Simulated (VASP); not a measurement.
## Y: single point with r2SCAN

Y:

```
Y
1.0
     1.82427    1.82427    1.82427
    -1.82427    1.82427    1.82427
    -1.82427   -1.82427    1.82427
Y
1
Direct
  0.00000 0.00000 0.00000
```

```yaml
Program: VASP 6.6.1
Task: single point
Functional: r2SCAN
Potentials_or_basis: VASP PAW PBE potentials, release 64 (Y_sv)
Cutoff: 520 eV
k_mesh: 8 × 8 × 8
Occupations: fermi-dirac, width 0.05 eV
Spin: no spin polarisation
Dipole_correction: no
Further_INCAR_settings: ALGO = Normal; EDIFF = 1e-06; NBANDS = 12
```

* Pressure: 20.1 GPa

Levels at points of the mesh, in eV from the Fermi level:
```tsv
k point	band 2	band 3	band 4	band 5	band 6	band 7	band 8	band 9	band 10	band 11
(0.00, 0.00, 0.00)	-22.42	-22.42	-22.42	-5.30	2.32	2.32	2.32	4.77	4.77	11.87
(0.50, 0.00, 0.00)	-23.88	-22.85	-22.45	-2.61	0.07	1.97	5.02	5.83	8.39	9.61
(0.50, 0.50, 0.50)	-23.37	-23.37	-23.37	-2.63	-2.63	7.53	7.53	7.53	8.12	8.12
```

Run time: 20 s on 1 thread of Intel(R) Xeon(R) Platinum 8488C (Sapphire Rapids), with other jobs on the host, peak memory 0.16 GiB.

Caveat: the PAW data sets were made with another functional, which shifts forces and pressure a little.
